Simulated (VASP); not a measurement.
The system is RbBr.

```
CELL_PARAMETERS angstrom
4.20718 0.07926 0.07926
0.07926 4.20718 0.07926
0.07926 0.07926 4.20718
ATOMIC_POSITIONS crystal
Rb 0.00000 0.00000 0.00000
Br 0.50000 0.50000 0.50000
```

This cell differs from its parent crystal: strain along [111] +5.8%.

Program: VASP 6.6.1. Alike in all runs: task single point; potentials or basis VASP PAW PBE potentials, release 64 (Rb_sv, Br); no spin polarisation; cell as given.

Order these runs on this cell by their band gap on the k mesh, lowest first.
A. level HSE06; k mesh 4 × 4 × 4; cutoff (eV) 400; smearing gaussian 0.01 eV; grid for exact exchange (PRECFOCK) Normal; share of exact exchange 0.25; screening parameter 0.2079 1/Å
B. level PBE; k mesh 6 × 6 × 6; cutoff (eV) 500; smearing fermi-dirac 0.02 eV
C. level r2SCAN; k mesh 6 × 6 × 6; cutoff (eV) 550; smearing gaussian 0.01 eV

B (3.90 eV), C (4.63 eV), A (5.07 eV).

A k mesh can miss the band edges.
